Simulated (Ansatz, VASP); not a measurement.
# Two plane-wave programs on Mn3SnN

File INCAR:

```
ALGO     = Normal         # electronic algorithm
EDIFF    = 1E-6           # SCF threshold, eV
ENCUT    = 600            # plane-wave cutoff, eV
GGA_COMPAT= F            
ISIF     = 2              # what is computed and relaxed
ISMEAR   = -1             # smearing method
ISPIN    = 2              # spin polarisation
LASPH    = T              # aspherical terms in the spheres
LCHARG   = F              # write CHGCAR
LMAXMIX  = 4              # l up to which the mixer works
LORBIT   = 11             # projections on sites
LREAL    = F              # projectors in reciprocal space
LWAVE    = F              # write WAVECAR
MAGMOM   = 5.2 5.2 5.2 0 0 # initial moments
NBANDS   = 41             # bands
NELM     = 200            # most SCF steps
PREC     = Accurate       # precision mode
SIGMA    = 0.05           # smearing width, eV
```

File KPOINTS:

```
k-points
0
Gamma
  8 8 8
```

Contents of POSCAR:

```
Mn3SnN
1.0
    3.8789410000      0.0000000000      0.0000000000
    0.0000000000      3.8789410000      0.0000000000
    0.0000000000      0.0000000000      3.8789410000
Mn Sn N
3 1 1
Direct
    0.0000000000      0.5000000000      0.5000000000
    0.5000000000      0.5000000000      0.0000000000
    0.5000000000      0.0000000000      0.5000000000
    0.0000000000      0.0000000000      0.0000000000
    0.5000000000      0.5000000000      0.5000000000
```

Input for Ansatz:

```yaml
crystal:
  lattice:
    - [3.878941, 0.0, 0.0]
    - [0.0, 3.878941, 0.0]
    - [0.0, 0.0, 3.878941]
  atoms:
    - { symbol: Mn, position: [0.0, 0.49999999999999994, 0.49999999999999994] }
    - { symbol: Mn, position: [0.49999999999999994, 0.49999999999999994, 0.0] }
    - { symbol: Mn, position: [0.49999999999999994, 0.0, 0.49999999999999994] }
    - { symbol: Sn, position: [0.0, 0.0, 0.0] }
    - { symbol: "N", position: [0.49999999999999994, 0.49999999999999994, 0.49999999999999994] }
kpoints:
  mp_grid:
    grid: [8, 8, 8]
hamiltonian:
  xc: lda
magnetization:
  spin_polarized: true
  per_species:
    Mn: 5.2
scf:
  occupations:
    method: fermi_dirac
    width: 0.05
output:
  eigenstates:
    nscf_kmesh:
      grid: [6, 6, 6]
    exchange_couplings:
      magnetic:
        - { species: Mn }
```

Alike in both runs: task single point; functional LDA; k mesh 8 × 8 × 8; occupations fermi-dirac, width 0.05 eV; collinear spin.

|  | VASP | Ansatz |
| --- | --- | --- |
| version | VASP 6.6.1 | Ansatz 0.2.0 |
| potentials or method | VASP PAW LDA potentials, release 64 (Mn_pv, Sn_d, N) | plane waves, PAW |
| plane-wave cutoff (eV) | 600 | 420 |
| valence electrons in the cell | 58 | 64 |

```csv
,VASP,Ansatz,Ansatz less VASP
gap on the k mesh at the Fermi level (eV),none,none,-
net moment per atom (μB),0.46,0.50,+0.036
size of the moment on the site where the two differ most (μB),0.80,0.76,-0.033
```

LDA's correlation is that of Perdew and Zunger in VASP and of Perdew and Wang (1992) in Ansatz. Site moments also hang on the region over which each program counts them. A gap of «none» marks a metal or a gap that the smearing closes. VASP's potentials hold 58 valence electrons a cell and Ansatz's 64, so a difference there can come from the potentials and not from the codes. Ansatz's warnings: given moment on shells.
